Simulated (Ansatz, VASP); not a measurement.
BaTiO3 in VASP and in Ansatz

The input INCAR:

```
SYSTEM = BaTiO3
ALGO = Normal ; EDIFF = 1E-6
ENCUT = 520 ; GGA = PE
ISIF = 2 ; ISMEAR = 0
LASPH = .TRUE. ; LCHARG = .FALSE.
LDAU = .TRUE. ; LDAUJ = 0 0 0
LDAUL = -1 2 -1 ; LDAUPRINT = 1
LDAUTYPE = 2 ; LDAUU = 0 4 0
LMAXMIX = 4 ; LREAL = .FALSE.
LWAVE = .FALSE. ; NBANDS = 28
NELM = 150 ; PREC = Accurate
SIGMA = 0.05
```

File KPOINTS:

```
k-points
0
G
  6 6 6
  0 0 0
```

File POSCAR:

```
BaTiO3
1.0
    4.2313457976      0.0000000000      0.0000000000
    0.0000000000      3.0332289834      2.5895839485
    0.0000000000     -3.0332289834      2.5895839485
Ba Ti O
1 1 3
Direct
    0.0000000000      0.0080771845      0.0080771845
    0.5000000000      0.5197092871      0.5197092871
    0.0000000000      0.4916268390      0.4916268390
    0.5000000000      0.4938075372      0.9829991522
    0.5000000000      0.9829991522      0.4938075372
```

Input for Ansatz:

```yaml
crystal:
  lattice:
    - [4.2313457976, 0.0, 0.0]
    - [0.0, 3.0332289834, 2.5895839485]
    - [0.0, -3.0332289834, 2.5895839485]
  atoms:
    - { symbol: Ba, position: [0.0, 0.0080771845, 0.0080771845] }
    - { symbol: Ti, position: [0.5, 0.5197092871, 0.5197092871] }
    - { symbol: O, position: [0.0, 0.491626839, 0.491626839] }
    - { symbol: O, position: [0.5, 0.4938075372, 0.9829991522] }
    - { symbol: O, position: [0.5, 0.9829991522, 0.4938075372] }
basis:
  ecutwfc: 420
kpoints:
  mp_grid: { grid: [6, 6, 6] }
hamiltonian:
  xc: pbe
  hubbard: { sites: [{ species: Ti, l: d, u_eff: 4.0 }] }
scf:
  occupations: { method: gaussian, width: 0.05 }
output:
  forces: true
  stress: true
  eigenvalues: true
```

Alike in both runs: task single point; functional PBE; k mesh 6 × 6 × 6; occupations gaussian, width 0.05 eV; no spin polarisation; Hubbard terms Ti d U = 4.0 eV.

|  | VASP | Ansatz |
| --- | --- | --- |
| version | VASP 6.6.1 | Ansatz 0.2.0 |
| potentials or method | VASP PAW PBE potentials, release 64 (Ba_sv, Ti_sv, O), cutoff 520 eV | scalar-relativistic, plane waves, PAW |
| valence electrons in the cell | 40 | 40 |

```tsv
	VASP	Ansatz	Ansatz less VASP
gap on the k mesh at the Fermi level (eV)	1.71	1.83	+0.118
least direct gap on the mesh (eV)	1.96	2.08	+0.119
pressure (GPa)	5.6	2.0	-3.64
traceless stress, the component that is largest in VASP (GPa)	24.20	22.86	-1.331
rms of the force components (eV/Å)	0.369	0.177	-0.1918
```

The programs project onto different local orbitals, so the same U acts differently, and such runs can settle in different states. Atom by atom the forces differ by 0.237 eV/Å (rms over components).

Spin-orbit coupling is off throughout.
